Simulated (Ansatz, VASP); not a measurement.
Hf4O3 in VASP and in Ansatz

```
CELL_PARAMETERS angstrom
3.17022 0.00000 0.00000
-1.58511 2.74549 0.00000
0.00000 0.00000 10.97796
ATOMIC_POSITIONS crystal
Hf 0.33333 0.66667 0.60923
Hf 0.66667 0.33333 0.39077
Hf 0.66667 0.33333 0.86834
Hf 0.33333 0.66667 0.13166
O 0.00000 0.00000 0.74092
O 0.00000 0.00000 0.25908
O 0.00000 0.00000 0.00000
```

Alike in both runs: functional PBE; k mesh 12 × 12 × 4; occupations gaussian, width 0.01 eV; no spin polarisation.

Ansatz relaxed the structure, and its values are those at the end. VASP's run is a single point on that final structure, the one shown.

```csv
,VASP,Ansatz
version,VASP 6.6.1,Ansatz 0.2.0
potentials or method,"VASP PAW PBE potentials, release 64 (Hf_pv, O), cutoff 520 eV","scalar-relativistic, plane waves, PAW"
valence electrons in the cell,58,122
```

|  | VASP | Ansatz | Ansatz less VASP |
| --- | --- | --- | --- |
| gap on the k mesh at the Fermi level (eV) | 0.05 | 0.04 | -0.008 |
| least direct gap on the mesh (eV) | 0.09 | 0.08 | -0.008 |
| pressure (GPa) | -2.1 | 0.0 | +2.09 |
| rms of the force components (eV/Å) | 0.023 | 0.002 | -0.0214 |

VASP's potentials hold 58 valence electrons a cell and Ansatz's 122, so a difference there can come from the potentials and not from the codes.

Neither program's run includes spin-orbit coupling.
